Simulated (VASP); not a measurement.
Input of a VASP 6.6.1 run:

The input INCAR:

```
ALGO = Fast
EDIFF = 1E-6
ENCUT = 520
GGA = PS
ISIF = 2
ISMEAR = -1
LASPH = True
LCHARG = False
LREAL = False
LWAVE = False
NBANDS = 34
NELM = 100
PREC = Accurate
SIGMA = 0.05
```

The input KPOINTS:

```
k-points
0
Gamma
  8 8 8
```

Contents of POSCAR:

```
CuSn3
1.0
   -2.2248696410      2.2248696410      4.8380137264
    2.2248696410     -2.2248696410      4.8380137264
    2.2248696410      2.2248696410     -4.8380137264
Sn Cu
3 1
Direct
    0.5000000000      0.5000000000      0.0000000000
    0.2500000000      0.7500000000      0.5000000000
    0.7500000000      0.2500000000      0.5000000000
    0.0000000000      0.0000000000      0.0000000000
```

Potentials or basis: VASP PAW PBE potentials, release 64 (Sn_d, Cu).

The run is started by

```console
$ cat potpaw_PBE.64/Sn_d/POTCAR potpaw_PBE.64/Cu/POTCAR > POTCAR
$ mpirun -np 1 vasp_std > vasp.out
```

Question: What does it give for the pressure?

Answer: -3.3 GPa.

Stress tensor (GPa, compression positive):
```
-3.16  0.00  0.00
 0.00 -3.16  0.00
 0.00  0.00 -3.44
```

Caveat: the PAW data sets were made with another functional, which shifts forces and pressure a little.
